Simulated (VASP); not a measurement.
# Cu (I4/mmm) in VASP: a series of runs

The runs below take Cu through single point, with PBE.

All numbers are computed with VASP 6.6.1; they aren't measurements. Logs are shortened: lines on timing, memory, paths and dates and some standing lists are left out, and cuts for length are marked.

### 1 The cell of the first run

The structure is tetragonal, space group I4/mmm (No. 139). Conventional cell: a = 3.010 Å, b = 3.010 Å, c = 2.670 Å, α = 90.00°, β = 90.00°, γ = 90.00°. Cu (site symmetry 4/mmm) has 14 Cu at 2.51 to 3.01 Å within 3.3 Å.

### 2 Single point, PBE (biaxial strain in the a-b plane: +2.0 %, then relaxed in part)

Input file INCAR:

```
PREC = Accurate
ENCUT = 520
EDIFF = 1E-6
ISMEAR = 0
SIGMA = 0.1
LREAL = False
LASPH = True
NELM = 100
ALGO = Fast
ISIF = 2
LWAVE = False
LCHARG = False
GGA = PE
NBANDS = 18
```

Input file KPOINTS:

```
Automatic mesh
0
Gamma
  14 14 16
```

Input file POSCAR:

```
Cu
1.0
    3.0100830822      0.0000000000      0.0000000000
    0.0000000000      3.0100830822      0.0000000000
    0.0000000000      0.0000000000      2.6699172803
Cu
2
Direct
    0.0000000000      0.0000000000      0.0000000000
    0.5000000000      0.5000000000      0.5000000000
```

Potentials or basis: VASP PAW PBE potentials, release 64 (Cu).

Launch:

```bash
cat potpaw_PBE.64/Cu/POTCAR > POTCAR
mpirun -np 1 vasp_std > vasp.out
```

OUTCAR:

```text
PREC = Accurate
   ENCUT = 520
   EDIFF = 1E-6
   ISMEAR = 0
   LREAL = False
   LASPH = True
   NELM = 100
   ISIF = 2
   GGA = PE

 ion  position               nearest neighbor table
   1  0.000  0.000  0.000-   2 2.51   2 2.51   2 2.51   2 2.51   2 2.51   2 2.51   2 2.51   2 2.51

   2  0.500  0.500  0.500-   1 2.51   1 2.51   1 2.51   1 2.51   1 2.51   1 2.51   1 2.51   1 2.51

  LATTYP: Found a simple tetragonal cell.
 ALAT       =     3.0100830822
 C/A-ratio  =     0.8869912250

  Lattice vectors:

 A1 = (   3.0100830822,   0.0000000000,   0.0000000000)
 A2 = (   0.0000000000,   3.0100830822,   0.0000000000)
 A3 = (   0.0000000000,   0.0000000000,   2.6699172803)

Analysis of symmetry for initial positions (statically):
=====================================================================
 Subroutine PRICEL returns following result:

  LATTYP: Found a body centered tetragonal cell.
 ALAT       =     3.0100830822
 C/A-ratio  =     0.8869912250

  Lattice vectors:

 A1 = (  -1.5050415411,  -1.5050415411,  -1.3349586401)
 A2 = (   1.5050415411,   1.5050415411,  -1.3349586401)
 A3 = (   1.5050415411,  -1.5050415411,   1.3349586401)

   2 primitive cells build up your supercell.

 Routine SETGRP: Setting up the symmetry group for a
 simple tetragonal supercell.

 Subroutine GETGRP returns: Found 16 space group operations
 (whereof 16 operations were pure point group operations)
 out of a pool of 16 trial point group operations.

The static configuration has the point symmetry D_4h.

Analysis of symmetry for dynamics (positions and initial velocities):
=====================================================================
 Subroutine PRICEL returns following result:

  LATTYP: Found a body centered tetragonal cell.
 ALAT       =     3.0100830822
 C/A-ratio  =     0.8869912250

  Lattice vectors:

 A1 = (  -1.5050415411,  -1.5050415411,  -1.3349586401)
 A2 = (   1.5050415411,   1.5050415411,  -1.3349586401)
 A3 = (   1.5050415411,  -1.5050415411,   1.3349586401)

   2 primitive cells build up your supercell.

 Routine SETGRP: Setting up the symmetry group for a
 simple tetragonal supercell.

 Subroutine GETGRP returns: Found 16 space group operations
 (whereof 16 operations were pure point group operations)
 out of a pool of 16 trial point group operations.

[... 93 lines left out ...]
   LNONCOLLINEAR =      F non collinear calculations
   LSORBIT =      F    spin-orbit coupling
   LASPH  =      T    aspherical Exc in radial PAW
   ENCUT  =  520.0 eV  38.22 Ry    6.18 a.u.   5.60  5.60  4.96*2*pi/ulx,y,z
   NELM   =    100;   NELMIN=  2; NELMDL= -5     # of ELM steps
   EDIFF  = 0.1E-05   stopping-criterion for ELM
   LREAL  =      F    real-space projection
   EDIFFG = 0.1E-04   stopping-criterion for IOM
   NSW    =      0    number of steps for IOM
   IBRION =     -1    ionic relax: 0-MD 1-quasi-New 2-CG
   NFREE  =      0    steps in history (QN), initial steepest desc. (CG)
   ISIF   =      2    stress and relaxation
   ISYM   =      2    0-nonsym 1-usesym 2-fastsym
   POTIM  = 0.5000    time-step for ionic-motion
   TEBEG  =    0.0;   TEEND  =   0.0 temperature during run
   PSTRESS=    0.0 pullay stress
   NELECT =      22.0000    total number of electrons
   NUPDOWN=      -1.0000    fix difference up-down
   EMIN   =  10.00;   EMAX   =-10.00  energy-range for DOS
   EFERMI =   0.00;   METHOD = LEGACY
   ISMEAR =     0;   SIGMA  =   0.10  broadening in eV -4-tet -1-fermi 0-gaus
   EFERMI_NEDOS =   21; number of points for ismear=-14 and -15
   IALGO  =     68    algorithm
   IMIX   =      4    mixing-type and parameters
     AMIX     =   0.40;   BMIX     =  1.00
     AMIX_MAG =   1.60;   BMIX_MAG =  1.00
  volume/ion in A,a.u.               =      12.10        81.62
  Fermi-wavevector in a.u.,A,eV,Ry     =   1.586101  2.997296 34.228393  2.515716
  Thomas-Fermi vector in A             =   2.685464
   LORBIT       =      0    0 simple, 1 ext, 2 COOP (PROOUT), +10 PAW based schemes
   GGA     = PE    functional components
   LHFCALC =     F    Hartree Fock is set to
   AEXX    =    0.0000 exact exchange contribution
   IVDW    =     0    specifies the selected vdW correction
   LEPSILON=     F    determine dielectric tensor
   LRPA    =     F    only Hartree local field effects (RPA)
 non-spin polarized calculation
 RMM-DIIS sequential band-by-band and
 Gauss-broadening in eV      SIGMA  =   0.10
  energy-cutoff  :      520.00
  volume of cell :       24.19
 maximum number of plane-waves:       669
 NGX is ok and might be reduce to    24
   NGX = 11   NGY = 11   NGZ =  9

 number of electron      22.0000020 magnetization

 Free energy of the ion-electron system (eV)
  ---------------------------------------------------
  ext. energy  EPLUGINS =         0.00000000
  ---------------------------------------------------
  free energy    TOTEN  =        -7.38589729 eV

  energy without entropy =       -7.38317047  energy(sigma->0) =       -7.38453388

 E-fermi :   7.3126     XC(G=0): -12.5869

 val. band max:        7.3034070058   @ k =   0.4286   0.3571   0.0625
 cond. band min:       7.3219680953   @ k =   0.5000   0.0714   0.4375
 fundamental gap:      0.0185610895
 Fermi energy:         7.3126273969

 k-point     1 :       0.0000    0.0000    0.0000
  band No.  band energies     occupation
      1      -1.8724      2.00000
      2       2.7492      2.00000
      3       2.8243      2.00000
      4       3.9856      2.00000
      5       4.4601      2.00000
      6       4.4601      2.00000
[... 481 lines left out ...]
      5       4.2344      2.00000
      6       4.6081      2.00000
[... 10 lines left out ...]
     17      27.0014      0.00000
     18      27.9831      0.00000

 [... further k-points ...]

------------------------ aborting loop because EDIFF is reached ----------------------------------------

  FORCE on cell =-STRESS in cart. coord.  units (eV):
  Direction    XX          YY          ZZ          XY          YZ          ZX
  --------------------------------------------------------------------------------------
  -------------------------------------------------------------------------------------
  Total       -0.0033970     -0.0033970      0.1743842      0.0000000      0.0000000      0.0000000
  in kB       -0.2249808     -0.2249808     11.5494962      0.0000000      0.0000000      0.0000000
  external PRESSURE =       3.6998449 kB  Pullay stress =       0.0000000 kB

 VOLUME and BASIS-vectors are now :
 -----------------------------------------------------------------------------
  energy-cutoff  :      520.00
  volume of cell :       24.19
      direct lattice vectors                 reciprocal lattice vectors
     3.010083082  0.000000000  0.000000000     0.332216744  0.000000000  0.000000000
     0.000000000  3.010083082  0.000000000     0.000000000  0.332216744  0.000000000
     0.000000000  0.000000000  2.669917280     0.000000000  0.000000000  0.374543439

 POSITION                                       TOTAL-FORCE (eV/Angst)
 -----------------------------------------------------------------------------------
      0.00000      0.00000      0.00000        -0.000000      0.000000      0.000000
      1.50504      1.50504      1.33496         0.000000     -0.000000     -0.000000
 -----------------------------------------------------------------------------------
    total drift:                                0.000000      0.000000     -0.000000

  FREE ENERGIE OF THE ION-ELECTRON SYSTEM (eV)
  ---------------------------------------------------
  free  energy   TOTEN  =        -7.3858972948 eV

  energy  without entropy=       -7.3831704735  energy(sigma->0) =       -7.38453388
```

OSZICAR:

```text
N       E                     dE             d eps       ncg     rms          rms(c)
DAV:   1     0.123337034432E+03    0.12334E+03   -0.10745E+04 12696   0.218E+03
DAV:   2    -0.307357723283E+01   -0.12641E+03   -0.11996E+03 11696   0.287E+02
DAV:   3    -0.909296473880E+01   -0.60194E+01   -0.58063E+01 12846   0.862E+01
DAV:   4    -0.916097489000E+01   -0.68010E-01   -0.67950E-01 13458   0.972E+00
DAV:   5    -0.916193016103E+01   -0.95527E-03   -0.95524E-03 13956   0.991E-01    0.107E+01
RMM:   6    -0.808591276126E+01    0.10760E+01   -0.10969E+01 13602   0.583E+01    0.627E+00
RMM:   7    -0.740666939146E+01    0.67924E+00   -0.20489E+00 13405   0.262E+01    0.140E+00
RMM:   8    -0.738814410233E+01    0.18525E-01   -0.56848E-02 13766   0.220E+00    0.393E-01
RMM:   9    -0.738557825667E+01    0.25658E-02   -0.14684E-02 14086   0.224E+00    0.390E-02
RMM:  10    -0.738587465878E+01   -0.29640E-03   -0.26294E-03 14855   0.505E-01    0.179E-02
RMM:  11    -0.738590179899E+01   -0.27140E-04   -0.23789E-04 14352   0.234E-01    0.358E-02
RMM:  12    -0.738589388299E+01    0.79160E-05   -0.99396E-05 14849   0.145E-01    0.877E-03
RMM:  13    -0.738589681717E+01   -0.29342E-05   -0.28517E-05 13350   0.493E-02    0.566E-03
RMM:  14    -0.738589729479E+01   -0.47763E-06   -0.35500E-06  9549   0.234E-02
   1 F= -.73858973E+01 E0= -.73845339E+01  d E =-.272682E-02
```

stdout:

```text
POSCAR found type information on POSCAR Cu
 POSCAR found :  1 types and       2 ions
 scaLAPACK will be used
 LDA part: xc-table for (Slater+PW92), standard interpolation
 POSCAR, INCAR and KPOINTS ok, starting setup
 FFT: planning ... GRIDC
 FFT: planning ... GRID_SOFT
 FFT: planning ... GRID
 WAVECAR not read
 entering main loop
```

Wall time 93 s (1 thread of Intel Xeon Platinum 8259CL at 2.50GHz (Skylake/Cascade Lake), shared host); peak memory 0.22 GiB.

Results:

| Quantity | Value |
| --- | --- |
| Free energy | -7.3859 eV |
| Pressure | 0.4 GPa |
| Band gap on the k mesh | zero (band 11 reaches 13.20 eV, above the bottom of band 12 at 5.72 eV) |

Caveat: the cell differs from its parent crystal (biaxial strain in the a-b plane: +2.0 %, then relaxed in part).

### 3 Single point, PBE (biaxial strain in the a-b plane: +3.0 %, then relaxed in part)

Input file INCAR:

```
SYSTEM = Cu
  PREC = Accurate
  ENCUT = 520
  EDIFF = 1E-6
  ISMEAR = 0
  SIGMA = 0.1
  LREAL = .False.
  LASPH = .True.
  NELM = 100
  ALGO = Fast
  ISIF = 2
  LWAVE = .False.
  LCHARG = .True.
  GGA = PE
  LELF = .True.
  LVHAR = .True.
  NBANDS = 18
```

Input file KPOINTS:

```
regular mesh
0
Gamma
  14 14 16
  0 0 0
```

Input file POSCAR:

```
Cu
1.0
    3.0395937007      0.0000000000      0.0000000000
    0.0000000000      3.0395937007      0.0000000000
    0.0000000000      0.0000000000      2.6404714188
Cu
2
Direct
    0.0000000000      0.0000000000      0.0000000000
    0.5000000000      0.5000000000      0.5000000000
```

Potentials or basis: VASP PAW PBE potentials, release 64 (Cu).

Launch:

```bash
cat potpaw_PBE.64/Cu/POTCAR > POTCAR
mpirun -np 1 vasp_std > vasp.out
```

It took 94 s on 1 thread of Intel Xeon Platinum 8259CL at 2.50GHz (Skylake/Cascade Lake), shared host; peak memory 0.22 GiB.

It converged, with:

```
Free energy            : -7.3813 eV
Pressure               : -0.7 GPa
Band gap on the k mesh : zero (band 11 reaches 12.99 eV, above the bottom of band 12 at 5.58 eV)
```

Stress tensor (GPa, compression positive):
```
-1.50  0.00  0.00
 0.00 -1.50  0.00
 0.00  0.00  1.04
```

Levels at points of the mesh, in eV from the Fermi level:
| k point | band 9 | band 10 | band 11 | band 12 | band 13 | band 14 |
| --- | --- | --- | --- | --- | --- | --- |
| (0.00, 0.00, 0.00) | -1.55 | -1.55 | -1.42 | 6.42 | 6.42 | 11.85 |
| (0.50, 0.00, 0.00) | -2.16 | -2.16 | -1.62 | -1.62 | 12.26 | 12.26 |
| (0.50, 0.50, 0.00) | -1.41 | -1.41 | -1.14 | -1.14 | 3.24 | 3.24 |
| (0.00, 0.00, 0.50) | -2.34 | -2.34 | -0.53 | -0.53 | 13.78 | 13.78 |
| (0.50, 0.00, 0.50) | -1.38 | -1.38 | -0.08 | -0.08 | 4.79 | 4.79 |
| (0.50, 0.50, 0.50) | -1.80 | -1.80 | 5.80 | 5.80 | 6.77 | 6.77 |

Caveat: the cell differs from its parent crystal (biaxial strain in the a-b plane: +3.0 %, then relaxed in part).
